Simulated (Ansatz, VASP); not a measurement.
**One calculation of W, two programs**

INCAR

```
ALGO     = Normal         # electronic algorithm
EDIFF    = 1E-6           # SCF threshold, eV
ENCUT    = 500            # plane-wave cutoff, eV
GGA_COMPAT= False        
ISIF     = 2              # what is computed and relaxed
ISMEAR   = 0              # smearing method
LASPH    = True           # aspherical terms in the spheres
LCHARG   = False          # write CHGCAR
LREAL    = False          # projectors in reciprocal space
LWAVE    = False          # write WAVECAR
NBANDS   = 21             # bands
NELM     = 120            # most SCF steps
PREC     = Accurate       # precision mode
SIGMA    = 0.15           # smearing width, eV
```

KPOINTS

```
k-points
0
Gamma
  16 16 12
```

Contents of POSCAR:

```
W
1.0
    0.0000000000     -1.9864787844     -1.9864787844
    0.0000000000      1.9864787844     -1.9864787844
    3.9729575688      0.0000000000      0.0000000000
W
2
Direct
    0.5203374938      0.4796625062      0.4863074299
   -0.0203374938      0.0203374938      0.0136925701
```

Input for Ansatz:

```yaml
crystal:
  lattice:
    - [0.0, -1.9864787844, -1.9864787844]
    - [0.0, 1.9864787844, -1.9864787844]
    - [3.9729575688, 0.0, 0.0]
  atoms:
    - { symbol: W, position: [0.5203374938, 0.4796625062, 0.4863074299] }
    - { symbol: W, position: [-0.0203374938, 0.0203374938, 0.0136925701] }
basis:
  ecutwfc: 420
kpoints:
  mp_grid: { grid: [16, 16, 12] }
hamiltonian:
  xc: lda
  pseudopotentials: { kind: paw, azcp: { folder: soft_1 } }
scf:
  occupations: { method: gaussian, width: 0.15 }
output:
  forces: true
  stress: true
  eigenvalues: true
```

Change from the starting cell: mode 4 frozen in at -0.081 Å and mode 6 at -0.054 Å (largest displacements).

Alike in both runs: task single point; functional LDA; k mesh 16 × 16 × 12; occupations gaussian, width 0.15 eV; no spin polarisation.

|  | VASP | Ansatz |
| --- | --- | --- |
| version | VASP 6.6.1 | Ansatz 0.2.0 |
| potentials or method | VASP PAW LDA potentials, release 64 (W_sv), cutoff 500 eV | scalar-relativistic, plane waves, PAW |
| valence electrons in the cell | 28 | 28 |

|  | VASP | Ansatz | Ansatz less VASP |
| --- | --- | --- | --- |
| gap on the k mesh at the Fermi level (eV) | none | none | - |
| pressure (GPa) | 4.9 | 3.2 | -1.72 |
| traceless stress, the component that is largest in VASP (GPa) | -3.36 | -3.44 | -0.083 |
| rms of the force components (eV/Å) | 0.951 | 0.928 | -0.0230 |

Ansatz warns that its potentials were made for another functional, while VASP's fit it. LDA's correlation is that of Perdew and Zunger in VASP and of Perdew and Wang (1992) in Ansatz. Atom by atom the forces differ by 0.023 eV/Å (rms over components). A gap of «none» marks a metal or a gap that the smearing closes.

Spin-orbit coupling is off throughout.
